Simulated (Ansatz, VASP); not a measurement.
CuMo: VASP beside Ansatz

```
Cu Mo
1.0
     2.58580    0.00000    0.00000
     0.00000    2.58580    0.00000
     0.00000    0.00000    4.14863
Cu Mo
1 1
Direct
  0.00000 0.00000 0.00000
  0.50000 0.50000 0.50000
```

Change from the starting cell: species swapped into the FeNi type (P4/mmm, No. 123).

Alike in both runs: functional PBE; k mesh 22 × 22 × 14; occupations gaussian, width 0.1 eV; no spin polarisation.

Ansatz relaxed the structure, and its values are those at the end. VASP's run is a single point on that final structure, the one shown.

|  | VASP | Ansatz |
| --- | --- | --- |
| version | VASP 6.6.1 | Ansatz 0.2.0 |
| potentials or method | VASP PAW PBE potentials, release 64 (Cu, Mo_sv), cutoff 520 eV | scalar-relativistic, plane waves, PAW |
| valence electrons in the cell | 25 | 33 |

|  | VASP | Ansatz | Ansatz less VASP |
| --- | --- | --- | --- |
| gap on the k mesh at the Fermi level (eV) | none | none | - |
| pressure (GPa) | 0.5 | 0.0 | -0.54 |

A gap of «none» marks a metal or a gap that the smearing closes. VASP's potentials hold 25 valence electrons a cell and Ansatz's 33, so a difference there can come from the potentials and not from the codes.
